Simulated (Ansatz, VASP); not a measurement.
# C in VASP and in Ansatz

```xyz
1
Lattice="-1.4423 1.4423 1.4423 1.4423 -1.4423 1.4423 1.4423 1.4423 -1.4423" Properties=species:S:1:pos:R:3 pbc="T T T"
C     0.0000    0.0000    0.0000
```

Alike in both runs: task relaxation of cell and atoms; functional r2SCAN; k mesh 8 × 8 × 8; occupations gaussian, width 0.1 eV; no spin polarisation.

|  | VASP | Ansatz |
| --- | --- | --- |
| version | VASP 6.6.1 | Ansatz 0.2.0 |
| potentials or method | VASP PAW PBE potentials, release 64 (C), cutoff 600 eV | scalar-relativistic, plane waves, PAW |
| valence electrons in the cell | 4 | 4 |

|  | VASP | Ansatz | Ansatz less VASP |
| --- | --- | --- | --- |
| gap on the k mesh at the Fermi level, each at its own relaxed structure (eV) | none | none | - |
| relaxed volume (Å³/atom) | 6.65 | 6.61 | -0.040 |
| relaxed cell length with the largest relative difference (Å) | 2.052 | 2.048 | -0.0041 |

VASP's potentials were made for PBE, not for r2SCAN. A gap of «none» marks a metal or a gap that the smearing closes.

The k mesh is coarse, so the values compare programs but aren't converged. Noted on VASP's run: the volume moved by over 15 % at a fixed basis, so the end points are rough.
